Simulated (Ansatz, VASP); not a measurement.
## WC: VASP beside Ansatz

```
W C
1.0
     3.13254    0.00000    0.00000
    -1.56627    2.71286    0.00000
     0.00000    0.00000    2.60268
W C
1 1
Direct
  0.00000 0.00000 0.00000
  0.66667 0.33333 0.50000
```

Change from the starting cell: strain +0.080 along x and y, -0.080 along z, atoms carried along.

Alike in both runs: task single point; functional PBE; k mesh 18 × 18 × 16; occupations gaussian, width 0.15 eV; no spin polarisation.

|  | VASP | Ansatz |
| --- | --- | --- |
| version | VASP 6.6.1 | Ansatz 0.2.0 |
| potentials or method | VASP PAW PBE potentials, release 64 (W_sv, C), cutoff 520 eV | scalar-relativistic, plane waves, PAW |
| valence electrons in the cell | 18 | 18 |

|  | VASP | Ansatz | Ansatz less VASP |
| --- | --- | --- | --- |
| gap on the k mesh at the Fermi level (eV) | none | none | - |
| pressure (GPa) | -2.8 | -3.8 | -1.02 |
| traceless stress, the component that is largest in VASP (GPa) | 68.87 | 68.43 | -0.449 |

A gap of «none» marks a metal or a gap that the smearing closes. With one functional, cell and mesh, what is left measures potentials, basis and numerics.

Neither program's run includes spin-orbit coupling.
